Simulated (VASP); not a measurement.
# BN (F-43m) in VASP: further runs, part 2 of 2

VASP 6.6.1. The steps go on from the part before.

## (5) Single point, PBE

This run uses another cell than the first one, of 5.95 Å³/atom, 1.099 times its volume.

File INCAR:

```
SYSTEM = BN
PREC = Accurate
ENCUT = 600
EDIFF = 1E-6
ISMEAR = 0
SIGMA = 0.02
LREAL = .FALSE.
LASPH = .TRUE.
NELM = 120
ALGO = Normal
ISIF = 2
LWAVE = .FALSE.
LCHARG = .TRUE.
GGA = PE
LELF = .TRUE.
LVHAR = .TRUE.
NBANDS = 11
GGA_COMPAT = .FALSE.
```

File KPOINTS:

```
regular mesh
0
G
  12 12 12
  0 0 0
```

File POSCAR:

```
BN
1.0
    0.0000000000      1.8123308055      1.8123308055
    1.8123308055      0.0000000000      1.8123308055
    1.8123308055      1.8123308055      0.0000000000
B N
1 1
Direct
    0.0000000000      0.0000000000      0.0000000000
    0.7500000000      0.7500000000      0.7500000000
```

Potentials or basis: VASP PAW PBE potentials, release 64 (B, N).

Run with:

```sh
> cat potpaw_PBE.64/B/POTCAR potpaw_PBE.64/N/POTCAR > POTCAR
> mpirun -np 1 vasp_std > vasp.out
```

OUTCAR:

```text
SYSTEM = BN
   PREC = Accurate
   ENCUT = 600
   EDIFF = 1E-6
   ISMEAR = 0
   LREAL = .FALSE.
   LASPH = .TRUE.
   NELM = 120
   ISIF = 2
   GGA = PE

 ion  position               nearest neighbor table
   1  0.000  0.000  0.000-   2 1.57   2 1.57   2 1.57   2 1.57
   2  0.750  0.750  0.750-   1 1.57   1 1.57   1 1.57   1 1.57

  LATTYP: Found a face centered cubic cell.
 ALAT       =     3.6246616110

  Lattice vectors:

 A1 = (   0.0000000000,   1.8123308055,   1.8123308055)
 A2 = (   1.8123308055,   0.0000000000,   1.8123308055)
 A3 = (   1.8123308055,   1.8123308055,   0.0000000000)

Analysis of symmetry for initial positions (statically):
=====================================================================
 Subroutine PRICEL returns:
 Original cell was already a primitive cell.

 Routine SETGRP: Setting up the symmetry group for a
 face centered cubic supercell.

 Subroutine GETGRP returns: Found 24 space group operations
 (whereof 24 operations were pure point group operations)
 out of a pool of 48 trial point group operations.

The static configuration has the point symmetry T_d .

Analysis of symmetry for dynamics (positions and initial velocities):
=====================================================================
 Subroutine PRICEL returns:
 Original cell was already a primitive cell.

 Routine SETGRP: Setting up the symmetry group for a
 face centered cubic supercell.

 Subroutine GETGRP returns: Found 24 space group operations
 (whereof 24 operations were pure point group operations)
 out of a pool of 48 trial point group operations.

The dynamic configuration has the point symmetry T_d .

 Subroutine INISYM returns: Found 24 space group operations
 (whereof 24 operations are pure point group operations),
 and found     1 'primitive' translations

----------------------------------------------------------------------------------------

                                     Primitive cell

  volume of cell :      11.9054

  direct lattice vectors                    reciprocal lattice vectors
[... 112 lines left out ...]
   GGA     = PE    functional components
   LHFCALC =     F    Hartree Fock is set to
   AEXX    =    0.0000 exact exchange contribution
   IVDW    =     0    specifies the selected vdW correction
   LEPSILON=     F    determine dielectric tensor
   LRPA    =     F    only Hartree local field effects (RPA)
 non-spin polarized calculation
 Gauss-broadening in eV      SIGMA  =   0.02
  energy-cutoff  :      600.00
  volume of cell :       11.91
 maximum number of plane-waves:       415
   NGX = 11   NGY = 11   NGZ = 11

 number of electron       7.9999999 magnetization

 Free energy of the ion-electron system (eV)
  ---------------------------------------------------
  ext. energy  EPLUGINS =         0.00000000
  ---------------------------------------------------
  free energy    TOTEN  =       -17.45462957 eV

  energy without entropy =      -17.45462957  energy(sigma->0) =      -17.45462957

 E-fermi :   7.4058     XC(G=0): -12.7827

 val. band max:        7.3042320297   @ k =   0.0000   0.0000   0.0000
 cond. band min:      11.7551975494   @ k =   0.5000   0.5000   0.0000
 fundamental gap:      4.4509655197
 Fermi energy:         7.4057935190

 k-point     1 :       0.0000    0.0000    0.0000
  band No.  band energies     occupation
      1     -12.8358      2.00000
      2       7.3042      2.00000
      3       7.3042      2.00000
      4       7.3042      2.00000
      5      16.0859      0.00000
      6      16.0859      0.00000
      7      16.0859      0.00000
      8      17.5243      0.00000
      9      31.9064      0.00000
     10      34.9732      0.00000
     11      34.9732      0.00000
[... 309 lines left out ...]
 k-point    24 :      -0.4167    0.1667    0.0000
  band No.  band energies     occupation
      1      -8.2965      2.00000
      2      -2.6247      2.00000
      3       3.2081      2.00000
      4       4.7579      2.00000
      5      16.5769      0.00000
      6      19.4112      0.00000
      7      19.4871      0.00000
      8      22.8902      0.00000
      9      28.2593      0.00000
     10      32.5557      0.00000
     11      33.8238      0.00000

 [... further k-points ...]
[... 5 lines left out ...]
  --------------------------------------------------------------------------------------
  -------------------------------------------------------------------------------------
  Total       -0.0017094     -0.0017094     -0.0017094      0.0000000      0.0000000      0.0000000
  in kB       -0.2300474     -0.2300474     -0.2300474      0.0000000      0.0000000      0.0000000
  external PRESSURE =      -0.2300474 kB  Pullay stress =       0.0000000 kB

 VOLUME and BASIS-vectors are now :
 -----------------------------------------------------------------------------
  energy-cutoff  :      600.00
  volume of cell :       11.91
      direct lattice vectors                 reciprocal lattice vectors
     0.000000000  1.812330806  1.812330806    -0.275887823  0.275887823  0.275887823
     1.812330806  0.000000000  1.812330806     0.275887823 -0.275887823  0.275887823
     1.812330806  1.812330806  0.000000000     0.275887823  0.275887823 -0.275887823

 POSITION                                       TOTAL-FORCE (eV/Angst)
 -----------------------------------------------------------------------------------
      0.00000      0.00000      0.00000        -0.000000     -0.000000     -0.000000
      2.71850      2.71850      2.71850         0.000000      0.000000      0.000000
 -----------------------------------------------------------------------------------
    total drift:                               -0.000000     -0.000000     -0.000000

  FREE ENERGIE OF THE ION-ELECTRON SYSTEM (eV)
  ---------------------------------------------------
  free  energy   TOTEN  =       -17.4546295710 eV

  energy  without entropy=      -17.4546295710  energy(sigma->0) =      -17.45462957
```

OSZICAR:

```text
N       E                     dE             d eps       ncg     rms          rms(c)
DAV:   1     0.136554067475E+02    0.13655E+02   -0.54170E+03  1648   0.811E+02
DAV:   2    -0.177912626725E+02   -0.31447E+02   -0.30476E+02  1842   0.187E+02
DAV:   3    -0.184072030229E+02   -0.61594E+00   -0.61493E+00  1878   0.214E+01
DAV:   4    -0.184080279474E+02   -0.82492E-03   -0.82491E-03  1722   0.860E-01
DAV:   5    -0.184080287929E+02   -0.84545E-06   -0.84543E-06  1845   0.268E-02    0.664E+00
DAV:   6    -0.175376542999E+02    0.87037E+00   -0.29549E+00  1758   0.104E+01    0.321E+00
DAV:   7    -0.174684013770E+02    0.69253E-01   -0.99483E-02  1773   0.265E+00    0.190E+00
DAV:   8    -0.174543583352E+02    0.14043E-01   -0.35581E-02  1766   0.138E+00    0.188E-01
DAV:   9    -0.174545350188E+02   -0.17668E-03   -0.95807E-04  1677   0.264E-01    0.829E-02
DAV:  10    -0.174546242601E+02   -0.89241E-04   -0.12559E-04  1754   0.102E-01    0.152E-02
DAV:  11    -0.174546294994E+02   -0.52393E-05   -0.89362E-06  1809   0.251E-02    0.104E-02
DAV:  12    -0.174546295710E+02   -0.71548E-07   -0.14789E-06  1020   0.901E-03
   1 F= -.17454630E+02 E0= -.17454630E+02  d E =-.123836E-15
```

stdout:

```text
POSCAR found type information on POSCAR B N
 POSCAR found :  2 types and       2 ions
 scaLAPACK will be used
 LDA part: xc-table for (Slater+PW92), standard interpolation
 POSCAR, INCAR and KPOINTS ok, starting setup
 FFT: planning ... GRIDC
 FFT: planning ... GRID_SOFT
 FFT: planning ... GRID
 WAVECAR not read
 entering main loop
```

Wall time 19 s (1 thread of Intel Xeon 8259CL, shared host); peak memory 0.13 GiB.

Results:

- Free energy: -17.4546 eV
- Pressure: 0.0 GPa
- Band gap on the k mesh: 4.45 eV, indirect (least direct gap 8.78 eV)

A k mesh can miss the band edges.

## (6) Overview

```tsv
cell	gap on the mesh (eV)	pressure (GPa)
a = 2.484 Å, angles 60.0°, 2 atoms	4.55	41.9
a = 2.456 Å, angles 60.0°, 2 atoms	4.58	60.4
a = 2.563 Å, angles 60.0°, 2 atoms	4.45	0.0
```

Alike in all rows: task single point; level PBE; potentials or basis VASP PAW PBE potentials, release 64 (B, N); no spin polarisation; k mesh 12 × 12 × 12; cutoff (eV) 600; smearing gaussian 0.02 eV.

Total energies depend on the potentials used, so only differences within one code and one set of settings carry meaning.
